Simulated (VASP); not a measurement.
Crystal: Y5N.

```
Y N
1.0
     4.84507    0.00000    0.00000
    -2.42253    4.19595    0.00000
     0.00000    0.00000    6.57694
Y N
5 1
Direct
  0.66667 0.33333 0.79599
  0.00000 0.00000 0.00000
  0.66667 0.33333 0.20401
  0.33333 0.66667 0.20401
  0.33333 0.66667 0.79599
  0.00000 0.00000 0.50000
```

The cell was generated, and may not be a known phase.

| Property | Result |
| --- | --- |
| Program | VASP 6.6.1 |
| Task | relaxation of cell and atoms |
| Functional | PBE |
| Potentials or basis | VASP PAW PBE potentials, release 64 (Y_sv, N) |
| Cutoff | 600 eV |
| k mesh | 6 × 6 × 4 |
| Occupations | gaussian, width 0.1 eV |
| Spin | no spin polarisation |

At the start: pressure 18.0 GPa; volume 22.28 Å³/atom.

**Question.** Where does the relaxation end?

**Answer.** Over 12 steps the energy falls by 785.0 meV/atom and the volume is 27.21 Å³/atom (+22.1 %); space group P6/mmm (No. 191, to 0.1 Å) before and after.

Step by step:
```tsv
step	energy change (eV)	largest force (eV/Å)	pressure (GPa)	volume (Å³)
1	0.0000	3.7780	18.03	133.71
2	-3.7537	0.6870	-3.29	187.81
3	-3.7646	0.8299	-2.47	183.53
4	-4.2803	0.7017	-1.78	174.92
5	-4.1662	0.7370	4.60	148.17
6	-4.6443	0.4256	-0.06	164.71
7	-4.6827	0.1036	1.27	158.46
8	-4.6952	0.2023	0.82	160.48
9	-4.6946	0.1784	0.92	160.01
10	-4.7050	0.0405	-0.15	163.54
11	-4.7066	0.0171	0.13	162.58
12	-4.7100	0.0342	-0.06	163.25
```

Final structure:
```
Y N
1.0
     5.63506    0.00000    0.00000
    -2.81753    4.88010    0.00000
     0.00000    0.00000    5.93642
Y N
5 1
Direct
  0.66667 0.33333 0.75013
  0.00000 0.00000 0.00000
  0.66667 0.33333 0.24987
  0.33333 0.66667 0.24987
  0.33333 0.66667 0.75013
  0.00000 0.00000 0.50000
```

Caveat: the volume moved by over 15 % at a fixed basis, so the end points are rough.
